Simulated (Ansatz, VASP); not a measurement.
**One calculation of ZnS, two programs**

File INCAR:

```
PREC = Accurate ; ENCUT = 520
EDIFF = 1E-7 ; ISMEAR = -1
SIGMA = 0.03 ; LREAL = False
LASPH = True ; NELM = 80
ALGO = Normal ; ISIF = 2
LWAVE = False ; LCHARG = False
GGA = PS ; NBANDS = 26
```

KPOINTS

```
Automatic mesh
0
Gamma
  8 8 5
```

Contents of POSCAR:

```
ZnS
1.0
    3.8109987816      0.0190549939      0.0190549939
   -1.8889972820      3.2908942616      0.0069746118
    0.0311700000      0.0311700000      6.2340000000
Zn S
2 2
Direct
    0.3333333333      0.6666666667      0.0000000000
    0.6666666667      0.3333333333      0.5000000000
    0.3333333333      0.6666666667      0.3850000000
    0.6666666667      0.3333333333      0.8850000000
```

Input for Ansatz:

```yaml
crystal:
  lattice:
    - [3.8109987816, 0.0190549939, 0.0190549939]
    - [-1.888997282, 3.2908942616, 0.0069746118]
    - [0.03117, 0.03117, 6.234]
  atoms:
    - { symbol: Zn, position: [0.3333333333, 0.6666666667, 0.0] }
    - { symbol: Zn, position: [0.6666666667, 0.3333333333, 0.5] }
    - { symbol: S, position: [0.3333333333, 0.6666666667, 0.385] }
    - { symbol: S, position: [0.6666666667, 0.3333333333, 0.885] }
kpoints:
  mp_grid: { grid: [8, 8, 5] }
  band_path:
    path:
      - [0.0, 0.0, 0.0]
      - [0.0, -0.5, 0.0]
      - [0.0, 0.0, 0.5]
      - [0.0, 0.0, 0.0]
      - [-0.5, 0.0, 0.0]
      - [-0.5, 0.5, -0.5]
      - [0.0, 0.0, 0.0]
      - [-0.5, 0.0, -0.5]
      - [-0.5, 0.5, 0.0]
    npoints: 5
scf:
  occupations: { method: fermi_dirac, width: 0.03 }
hamiltonian:
  xc: pbesol
  pseudopotentials: { kind: all_electron, lapw: { basis_error: 0.001 } }
output:
  forces: true
  stress: true
  eigenvalues: true
```

Change from the starting cell: equal xy, yz and zx shear strains of +1 %.

Alike in both runs: task single point; functional PBEsol; k mesh 8 × 8 × 5; occupations fermi-dirac, width 0.03 eV; no spin polarisation.

```csv
,VASP,Ansatz
version,VASP 6.6.1,Ansatz 0.2.0
potentials or method,"VASP PAW PBE potentials, release 64 (Zn, S), cutoff 520 eV","all-electron LAPW, scalar-relativistic"
```

VASP gave:

* gap on the k mesh at the Fermi level (eV): 2.10
* pressure (GPa): -1.1
* traceless stress, the component that is largest in VASP (GPa): -1.24
* rms of the force components (eV/Å): 0.184

Q: What did Ansatz give for the same quantities?

A: gap on the k mesh at the Fermi level (eV): 2.10; pressure (GPa): -1.3; traceless stress, the component that is largest in VASP (GPa): -1.22; rms of the force components (eV/Å): 0.183.

VASP's potentials were made for PBE, not for PBEsol. Atom by atom the forces differ by 0.002 eV/Å (rms over components). Ansatz ran all-electron here, and VASP with PAW potentials.
